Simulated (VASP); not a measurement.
Set up this calculation in VASP 6.6.1, as the native input.

```
Task                   : single point
Functional             : PBE
Potentials or basis    : VASP PAW PBE potentials, release 64 (Fe, Br)
Cutoff                 : 520 eV
k mesh                 : 6 × 6 × 6
Occupations            : gaussian, width 0.1 eV
Spin                   : collinear spin, ferromagnetic start
Starting moments       : [3.36, 0.0, 0.0, 0.0, 0.0] μB
Dipole correction      : no
Further INCAR settings : ALGO = Normal; EDIFF = 1e-07; NBANDS = 30
```

The structure of FeBr4 lies in POSCAR:

```
FeBr4
1.0
    0.0000000000      5.3846877887      5.3846877887
    5.3846877887      0.0000000000      5.3846877887
    5.3846877887      5.3846877887      0.0000000000
Fe Br
1 4
Direct
    0.2500000000      0.2500000000      0.2500000000
    0.1275995173      0.6172014481      0.1275995173
    0.1275995173      0.1275995173      0.1275995173
    0.6172014481      0.1275995173      0.1275995173
    0.1275995173      0.1275995173      0.6172014481
```

These files were run (other wordings do the same):

INCAR

```
ALGO     = Normal         # electronic algorithm
EDIFF    = 1E-7           # SCF threshold, eV
ENCUT    = 520            # plane-wave cutoff, eV
GGA      = PE             # functional
ISIF     = 2              # what is computed and relaxed
ISMEAR   = 0              # smearing method
ISPIN    = 2              # spin polarisation
LASPH    = T              # aspherical terms in the spheres
LCHARG   = F              # write CHGCAR
LMAXMIX  = 4              # l up to which the mixer works
LORBIT   = 11             # projections on sites
LREAL    = F              # projectors in reciprocal space
LWAVE    = F              # write WAVECAR
MAGMOM   = 3.36 0 0 0 0   # initial moments
NBANDS   = 30             # bands
NELM     = 150            # most SCF steps
PREC     = Accurate       # precision mode
SIGMA    = 0.1            # smearing width, eV
```

KPOINTS

```
k-points
0
Gamma
  6 6 6
```

Potentials or basis: VASP PAW PBE potentials, release 64 (Fe, Br).

Launch:

```console
$ cat potpaw_PBE.64/Fe/POTCAR potpaw_PBE.64/Br/POTCAR > POTCAR
$ mpirun -np 1 vasp_std > vasp.out
```

Results of the run:

- Pressure: -0.1 GPa
- Largest force: 0.005 eV/Å
- Band gap on the k mesh: zero (filled and empty bands overlap)
- Net moment: 4.00 μB per cell
- Site moments: Fe +3.11; Br +0.13 μB
- Valence electrons inside the program's atomic spheres: Fe 6.95; Br 4.82

Caveat: semilocal functionals often make such compounds metallic where correlation or magnetic order opens a gap, which also shifts bond lengths.

Wall time 16 min on 1 thread of Oxide Virtual Turin-like Processor, on a shared host, peak memory 0.73 GiB.
